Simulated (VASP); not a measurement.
Write the native input for VASP 6.6.1 that does the following.

| Quantity | Value |
| --- | --- |
| Task | single point |
| Functional | r2SCAN |
| Potentials or basis | VASP PAW PBE potentials, release 64 (Cu) |
| Cutoff | 520 eV |
| k mesh | 18 × 18 × 18 |
| Occupations | tetrahedron |
| Spin | no spin polarisation |
| Dipole correction | no |
| Further INCAR settings | ALGO = Normal; EDIFF = 1e-06; NBANDS = 12 |

Cu:

```
Cu
1.0
     0.00000    1.78877    1.78877
     1.78877    0.00000    1.78877
     1.78877    1.78877    0.00000
Cu
1
Direct
  0.00000 0.00000 0.00000
```

One way to write it, as run:

POSCAR

```
Cu
1.0
    0.0000000000      1.7887710136      1.7887710136
    1.7887710136      0.0000000000      1.7887710136
    1.7887710136      1.7887710136      0.0000000000
Cu
1
Direct
    0.0000000000      0.0000000000      0.0000000000
```

INCAR.step1

```
SYSTEM = Cu
PREC = Accurate
ENCUT = 520
ISMEAR = -4
SIGMA = 0.1
LREAL = .False.
LASPH = .True.
NELM = 80
NBANDS = 12
GGA = PE
ALGO = Normal
EDIFF = 1E-4
LWAVE = .True.
LCHARG = .False.
```

INCAR.step2

```
SYSTEM = Cu
PREC = Accurate
ENCUT = 520
EDIFF = 1E-6
ISMEAR = -4
SIGMA = 0.1
LREAL = .False.
LASPH = .True.
NELM = 80
ALGO = Normal
ISIF = 2
LWAVE = .False.
LCHARG = .False.
METAGGA = R2SCAN
LMIXTAU = .True.
NBANDS = 12
ISTART = 1
```

KPOINTS

```
Automatic mesh
0
Gamma
  18 18 18
  0 0 0
```

Potentials or basis: VASP PAW PBE potentials, release 64 (Cu).

Run with:

```bash
$ cat potpaw_PBE.64/Cu/POTCAR > POTCAR
$ cp INCAR.step1 INCAR
$ mpirun -np 1 vasp_std > vasp.out
$ cp INCAR.step2 INCAR
$ mpirun -np 1 vasp_std > vasp.out
```

It gave:

- Pressure: 0.5 GPa

Caveat: the PAW data sets were made with another functional, which shifts forces and pressure a little.

It took 43 s on 1 thread of Intel(R) Xeon(R) 6975P-C (Granite Rapids), on a shared host, peak memory 0.15 GiB.
